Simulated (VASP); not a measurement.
Wanted: the native input for a VASP 6.6.1 run.

| Property | Result |
| --- | --- |
| Task | single point |
| Functional | PBEsol |
| Dispersion | D3(BJ) |
| Potentials or basis | VASP PAW PBE potentials, release 64 (Ti_sv) |
| Cutoff | 520 eV |
| k mesh | 11 × 11 × 11 |
| Occupations | tetrahedron |
| Spin | no spin polarisation |
| Hubbard terms | Ti d U = 8.0 eV |
| Dipole correction | no |
| Further INCAR settings | ALGO = Normal; EDIFF = 1e-06; NBANDS = 12 |

The structure of Ti lies in POSCAR:

```
Ti
1.0
    0.0000000000      2.0827507031      2.0827507031
    2.0827507031      0.0000000000      2.0827507031
    2.0827507031      2.0827507031      0.0000000000
Ti
1
Direct
    0.0000000000      0.0000000000      0.0000000000
```

This cell differs from its parent crystal: volume scaled by 1.08.

The input as run:

INCAR

```
ALGO = Normal ; EDIFF = 1E-6
ENCUT = 520 ; GGA = PS
ISIF = 2 ; ISMEAR = -5
IVDW = 12 ; LASPH = True
LCHARG = True ; LDAU = True
LDAUJ = 0 ; LDAUL = 2
LDAUPRINT = 1 ; LDAUTYPE = 2
LDAUU = 8 ; LELF = True
LMAXMIX = 4 ; LREAL = False
LVHAR = True ; LWAVE = False
NBANDS = 12 ; NELM = 150
PREC = Accurate ; SIGMA = 0.05
```

KPOINTS

```
k-points
0
Gamma
  11 11 11
```

Potentials or basis: VASP PAW PBE potentials, release 64 (Ti_sv).

Run with:

```bash
$ cat potpaw_PBE.64/Ti_sv/POTCAR > POTCAR
$ mpirun -np 1 vasp_std > vasp.out
```

It gave:

* Pressure: 5.1 GPa
* Band gap on the k mesh: zero (band 6 reaches 9.75 eV, above the bottom of band 7 at 8.35 eV)
* Dispersion energy per atom: -0.576 eV

Caveat: three body term missing; the PAW data sets were made with another functional, which shifts forces and pressure a little; U without spin polarisation on a metal has little footing; pairwise dispersion overbinds metals, which lowers pressure and volume; the U is typed as a test and isn't derived for this compound; tetrahedron occupations give inexact forces and stress in metals.

Run time: 4.8 s on 1 thread of Intel(R) Xeon(R) 6975P-C (Granite Rapids), on a shared host, peak memory 0.15 GiB.
